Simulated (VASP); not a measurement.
# Ti3Sb4 (Im-3m) in VASP: density of states with PBE

Aim: the density of states of Ti3Sb4 with PBE.

All numbers are computed with VASP 6.6.1; they aren't measurements. Logs are shortened: lines on timing, memory, paths and dates and some standing lists are left out, and cuts for length are marked.

### Step 1. The cell of the first run

It takes space group Im-3m (No. 229, cubic). Conventional cell: a = 6.800 Å, b = 6.800 Å, c = 6.800 Å, α = 90.00°, β = 90.00°, γ = 90.00°. Ti (site symmetry 4/mmm) has 8 Sb at 2.94 Å and 4 Ti at 3.40 Å within 3.9 Å. Sb (site symmetry -3m) has 6 Ti at 2.94 Å and 6 Sb at 3.40 Å within 3.9 Å.

### Step 2. Density of states, PBE

The input, POSCAR:

```
Ti3Sb4
1.0
   -3.3998577409      3.3998577409      3.3998577409
    3.3998577409     -3.3998577409      3.3998577409
    3.3998577409      3.3998577409     -3.3998577409
Ti Sb
3 4
Direct
    0.0000000000      0.5000000000      0.5000000000
    0.5000000000      0.0000000000      0.5000000000
    0.5000000000      0.5000000000      0.0000000000
    0.5000000000      0.5000000000      0.5000000000
    0.0000000000      0.0000000000      0.5000000000
    0.0000000000      0.5000000000      0.0000000000
    0.5000000000      0.0000000000      0.0000000000
```

The input, INCAR.step1:

```
SYSTEM = Ti3Sb4
PREC = Accurate ; ENCUT = 520
EDIFF = 1E-7 ; ISMEAR = 0
SIGMA = 0.1 ; LREAL = .False.
LASPH = .True. ; NELM = 100
ALGO = Normal ; ISIF = 2
LWAVE = .False. ; LCHARG = .True.
LMAXMIX = 4 ; GGA = PE
NBANDS = 37
```

The input, KPOINTS.step1:

```
regular mesh
0
Gamma
  8 8 8
  0 0 0
```

The input, INCAR.step2:

```
SYSTEM = Ti3Sb4
PREC = Accurate ; ENCUT = 520
EDIFF = 1E-7 ; ISMEAR = -5
SIGMA = 0.1 ; LREAL = .False.
LASPH = .True. ; NELM = 100
ALGO = Normal ; ISIF = 2
LWAVE = .False. ; LCHARG = .False.
LMAXMIX = 4 ; GGA = PE
LORBIT = 11 ; NEDOS = 1001
ICHARG = 11
```

The input, KPOINTS.step2:

```
regular mesh
0
Gamma
  12 12 12
  0 0 0
```

Potentials or basis: VASP PAW PBE potentials, release 64 (Ti_sv, Sb).

On the command line:

```bash
cat potpaw_PBE.64/Ti_sv/POTCAR potpaw_PBE.64/Sb/POTCAR > POTCAR
cp INCAR.step1 INCAR
cp KPOINTS.step1 KPOINTS
mpirun -np 1 vasp_std > vasp.out
cp INCAR.step2 INCAR
cp KPOINTS.step2 KPOINTS
mpirun -np 1 vasp_std > vasp.out
```

OUTCAR:

```text
SYSTEM = Ti3Sb4
   PREC = Accurate
   ENCUT = 520
   EDIFF = 1E-7
   ISMEAR = -5
   LREAL = .False.
   LASPH = .True.
   NELM = 100
   ISIF = 2
   GGA = PE
   LORBIT = 11
   ICHARG = 11

 ion  position               nearest neighbor table
   1  0.000  0.500  0.500-   4 2.94   5 2.94   6 2.94   7 2.94   6 2.94   5 2.94   4 2.94   7 2.94

   2  0.500  0.000  0.500-   4 2.94   5 2.94   6 2.94   7 2.94   7 2.94   4 2.94   5 2.94   6 2.94

   3  0.500  0.500  0.000-   4 2.94   5 2.94   6 2.94   7 2.94   4 2.94   7 2.94   6 2.94   5 2.94

   4  0.500  0.500  0.500-   1 2.94   2 2.94   3 2.94   3 2.94   2 2.94   1 2.94   5 3.40   6 3.40
                             7 3.40   7 3.40   6 3.40   5 3.40
   5  0.000  0.000  0.500-   1 2.94   2 2.94   3 2.94   1 2.94   2 2.94   3 2.94   4 3.40   6 3.40
                             6 3.40   7 3.40   4 3.40   7 3.40
   6  0.000  0.500  0.000-   1 2.94   2 2.94   3 2.94   1 2.94   3 2.94   2 2.94   4 3.40   5 3.40
                             5 3.40   4 3.40   7 3.40   7 3.40
   7  0.500  0.000  0.000-   1 2.94   2 2.94   3 2.94   2 2.94   3 2.94   1 2.94   4 3.40   5 3.40
                             4 3.40   5 3.40   6 3.40   6 3.40

  LATTYP: Found a body centered cubic cell.
 ALAT       =     6.7997154818

  Lattice vectors:

 A1 = (  -3.3998577409,   3.3998577409,   3.3998577409)
 A2 = (   3.3998577409,  -3.3998577409,   3.3998577409)
 A3 = (   3.3998577409,   3.3998577409,  -3.3998577409)

Analysis of symmetry for initial positions (statically):
=====================================================================
 Subroutine PRICEL returns:
 Original cell was already a primitive cell.

 Routine SETGRP: Setting up the symmetry group for a
 body centered cubic supercell.

 Subroutine GETGRP returns: Found 48 space group operations
 (whereof 48 operations were pure point group operations)
 out of a pool of 48 trial point group operations.

The static configuration has the point symmetry O_h .

Analysis of symmetry for dynamics (positions and initial velocities):
=====================================================================
 Subroutine PRICEL returns:
 Original cell was already a primitive cell.

 Routine SETGRP: Setting up the symmetry group for a
 body centered cubic supercell.

 Subroutine GETGRP returns: Found 48 space group operations
 (whereof 48 operations were pure point group operations)
 out of a pool of 48 trial point group operations.

The dynamic configuration has the point symmetry O_h .

 Subroutine INISYM returns: Found 48 space group operations
 (whereof 48 operations are pure point group operations),
 and found     1 'primitive' translations

----------------------------------------------------------------------------------------

                                     Primitive cell

  volume of cell :     157.1963

  direct lattice vectors                    reciprocal lattice vectors
    -3.399857741  3.399857741  3.399857741     0.000000000  0.147064977  0.147064977
     3.399857741 -3.399857741  3.399857741     0.147064977  0.000000000  0.147064977
     3.399857741  3.399857741 -3.399857741     0.147064977  0.147064977  0.000000000

  length of vectors
     5.888726346  5.888726346  5.888726346     0.207981285  0.207981285  0.207981285

  position of ions in fractional coordinates (direct lattice)
     0.000000000  0.500000000  0.500000000
     0.500000000  0.000000000  0.500000000
     0.500000000  0.500000000  0.000000000
     0.500000000  0.500000000  0.500000000
     0.000000000  0.000000000  0.500000000
     0.000000000  0.500000000  0.000000000
     0.500000000  0.000000000  0.000000000

  ion indices of the primitive-cell ions
   primitive index   ion index
                 1           1
                 2           2
                 3           3
                 4           4
                 5           5
                 6           6
                 7           7

----------------------------------------------------------------------------------------

 KPOINTS: regular mesh

Automatic generation of k-mesh.
 Grid dimensions read from file:
 generate k-points for:   12   12   12

 Generating k-lattice:

  Cartesian coordinates                     Fractional coordinates (reciprocal lattice)
     0.000000000  0.012255415  0.012255415     0.083333333  0.000000000  0.000000000
     0.012255415  0.000000000  0.012255415     0.000000000  0.083333333  0.000000000
     0.012255415  0.012255415  0.000000000     0.000000000  0.000000000  0.083333333

  Length of vectors
     0.017331774  0.017331774  0.017331774

  Shift w.r.t. Gamma in fractional coordinates (k-lattice)
     0.000000000  0.000000000  0.000000000

 TETIRR: Found   1910 inequivalent tetrahedra from    10368

 Subroutine IBZKPT returns following result:
 ===========================================

 Found     72 irreducible k-points:

 Following reciprocal coordinates:
            Coordinates               Weight
  0.000000  0.000000  0.000000      1.000000
  0.083333  0.000000  0.000000     12.000000
  0.166667  0.000000  0.000000     12.000000
  0.250000  0.000000  0.000000     12.000000
  0.333333  0.000000  0.000000     12.000000
  0.416667  0.000000  0.000000     12.000000
[... 16 lines left out ...]
  0.333333  0.083333  0.083333     24.000000
  0.416667  0.083333  0.083333     12.000000
 [... further k-points ...]
   k-points           NKPTS =     72   k-points in BZ     NKDIM =     72   number of bands    NBANDS=     33
   number of dos      NEDOS =   1001   number of ions     NIONS =      7
   total plane-waves  NPLWV = 110592
   dimension x,y,z NGX =    48 NGY =   48 NGZ =   48
   dimension x,y,z NGXF=    96 NGYF=   96 NGZF=   96
   ions per type =               3   4
   NGX,Y,Z   is equivalent  to a cutoff of  13.55, 13.55, 13.55 a.u.
   NGXF,Y,Z  is equivalent  to a cutoff of  27.10, 27.10, 27.10 a.u.
 SYSTEM =  Ti3Sb4
   PREC   = accura    normal or accurate (medium, high low for compatibility)
   ISTART =      0    job   : 0-new  1-cont  2-samecut
   ICHARG =     11    charge: 1-file 2-atom 10-const
   ISPIN  =      1    spin polarized calculation?
   LNONCOLLINEAR =      F non collinear calculations
   LSORBIT =      F    spin-orbit coupling
   LASPH  =      T    aspherical Exc in radial PAW
   ENCUT  =  520.0 eV  38.22 Ry    6.18 a.u.  10.95 10.95 10.95*2*pi/ulx,y,z
   NELM   =    100;   NELMIN=  2; NELMDL=  0     # of ELM steps
   EDIFF  = 0.1E-06   stopping-criterion for ELM
   LREAL  =      F    real-space projection
   EDIFFG = 0.1E-05   stopping-criterion for IOM
   NSW    =      0    number of steps for IOM
   IBRION =     -1    ionic relax: 0-MD 1-quasi-New 2-CG
   NFREE  =      0    steps in history (QN), initial steepest desc. (CG)
   ISIF   =      2    stress and relaxation
   ISYM   =      2    0-nonsym 1-usesym 2-fastsym
   POTIM  = 0.5000    time-step for ionic-motion
   TEBEG  =    0.0;   TEEND  =   0.0 temperature during run
   PSTRESS=    0.0 pullay stress
   NELECT =      56.0000    total number of electrons
   NUPDOWN=      -1.0000    fix difference up-down
   EMIN   =  10.00;   EMAX   =-10.00  energy-range for DOS
   EFERMI =   0.00;   METHOD = LEGACY
   ISMEAR =    -5;   SIGMA  =   0.10  broadening in eV -4-tet -1-fermi 0-gaus
   EFERMI_NEDOS =   21; number of points for ismear=-14 and -15
   IALGO  =     38    algorithm
   IMIX   =      4    mixing-type and parameters
     AMIX     =   0.40;   BMIX     =  1.00
     AMIX_MAG =   1.60;   BMIX_MAG =  1.00
  volume/ion in A,a.u.               =      22.46       151.54
  Fermi-wavevector in a.u.,A,eV,Ry     =   1.160531  2.193086 18.324766  1.346832
  Thomas-Fermi vector in A             =   2.297113
   LORBIT       =     11    0 simple, 1 ext, 2 COOP (PROOUT), +10 PAW based schemes
   GGA     = PE    functional components
   LHFCALC =     F    Hartree Fock is set to
   AEXX    =    0.0000 exact exchange contribution
   IVDW    =     0    specifies the selected vdW correction
   LEPSILON=     F    determine dielectric tensor
   LRPA    =     F    only Hartree local field effects (RPA)
 non-spin polarized calculation
 Fermi weights with tetrahedron method with Bloechl corrections
  energy-cutoff  :      520.00
  volume of cell :      157.20
 maximum number of plane-waves:      4276
 NGX is ok and might be reduce to    48

 number of electron      55.9999985 magnetization

 Free energy of the ion-electron system (eV)
  ---------------------------------------------------
  ext. energy  EPLUGINS =         0.00000000
  ---------------------------------------------------
  free energy    TOTEN  =       -40.65664869 eV

  energy without entropy =      -40.65664869  energy(sigma->0) =      -40.65664869

 E-fermi :   8.7486     XC(G=0): -10.6119

 val. band max:        8.7767430827   @ k =  -0.4167   0.5000   0.3333
 cond. band min:       8.7401585558   @ k =   0.1667   0.1667   0.0833
 fundamental gap:     -0.0365845269
 Fermi energy:         8.7486441326

 k-point     1 :       0.0000    0.0000    0.0000
  band No.  band energies     occupation
      1     -48.4488      2.00000
      2     -48.4396      2.00000
      3     -48.4396      2.00000
      4     -24.7926      2.00000
      5     -24.7926      2.00000
      6     -24.7926      2.00000
[... 25 lines left out ...]
     32       9.7086      0.00000
     33       9.7176      0.00000
[... 797 lines left out ...]
      3     -48.4401      2.00000
      4     -24.7941      2.00000
      5     -24.7914      2.00000
      6     -24.7907      2.00000
[... 25 lines left out ...]
     32       9.5717      0.00000
     33       9.6783      0.00000

 [... further k-points ...]

------------------------ aborting loop because EDIFF is reached ----------------------------------------

  FORCE on cell =-STRESS in cart. coord.  units (eV):
  Direction    XX          YY          ZZ          XY          YZ          ZX
  --------------------------------------------------------------------------------------
  -------------------------------------------------------------------------------------
  Total       -0.2384852     -0.2384852     -0.2384852      0.0000000      0.0000000      0.0000000
  in kB       -2.4306916     -2.4306916     -2.4306916      0.0000000      0.0000000      0.0000000
  external PRESSURE =      -2.4306916 kB  Pullay stress =       0.0000000 kB

 VOLUME and BASIS-vectors are now :
 -----------------------------------------------------------------------------
  energy-cutoff  :      520.00
  volume of cell :      157.20
      direct lattice vectors                 reciprocal lattice vectors
    -3.399857741  3.399857741  3.399857741     0.000000000  0.147064977  0.147064977
     3.399857741 -3.399857741  3.399857741     0.147064977  0.000000000  0.147064977
     3.399857741  3.399857741 -3.399857741     0.147064977  0.147064977  0.000000000

 POSITION                                       TOTAL-FORCE (eV/Angst)
 -----------------------------------------------------------------------------------
      3.39986      0.00000      0.00000         0.000000     -0.000000      0.000000
      0.00000      3.39986      0.00000         0.000000      0.000000      0.000000
      0.00000      0.00000      3.39986        -0.000000     -0.000000      0.000000
      1.69993      1.69993      1.69993        -0.000000      0.000000      0.000000
      1.69993      1.69993     -1.69993        -0.000000     -0.000000     -0.000000
      1.69993     -1.69993      1.69993         0.000000      0.000000      0.000000
     -1.69993      1.69993      1.69993         0.000000     -0.000000      0.000000
 -----------------------------------------------------------------------------------
    total drift:                               -0.000000     -0.000000      0.000000

  FREE ENERGIE OF THE ION-ELECTRON SYSTEM (eV)
  ---------------------------------------------------
  free  energy   TOTEN  =       -40.6566486944 eV

  energy  without entropy=      -40.6566486944  energy(sigma->0) =      -40.65664869

 total charge

# of ion       s       p       d       tot
------------------------------------------
    1        2.151   6.068   1.968  10.187
    2        2.151   6.068   1.968  10.187
    3        2.151   6.068   1.968  10.187
    4        1.167   1.260   0.044   2.471
    5        1.167   1.260   0.044   2.471
    6        1.167   1.260   0.044   2.471
    7        1.167   1.260   0.044   2.471
--------------------------------------------------
tot         11.119  23.245   6.082  40.446
```

It took 7.2 min on 1 thread of Intel Xeon Platinum 8488C (Sapphire Rapids), shared host; peak memory 0.5 GiB.

What came out:

```yaml
Valence_electrons_inside_the_program's_atomic_spheres: Ti 10.19; Sb 2.47
```

Levels at points of the mesh, in eV from the Fermi level:
```csv
k point,band 24,band 25,band 26,band 27,band 28,band 29,band 30,band 31,band 32,band 33
"(0.00, 0.00, 0.00)",-1.42,-0.97,0.11,0.11,0.43,0.43,0.43,0.96,0.96,0.97
"(0.50, 0.00, 0.00)",-2.22,-0.90,-0.50,-0.35,-0.12,0.15,0.25,0.76,0.82,0.85
"(0.50, 0.50, 0.50)",-0.98,-0.98,-0.73,0.20,0.20,0.20,0.25,0.25,2.06,2.07
```

Caveat: spin-orbit coupling is left out, which moves the levels of the heavy elements; tetrahedron occupations give inexact forces and stress in metals.
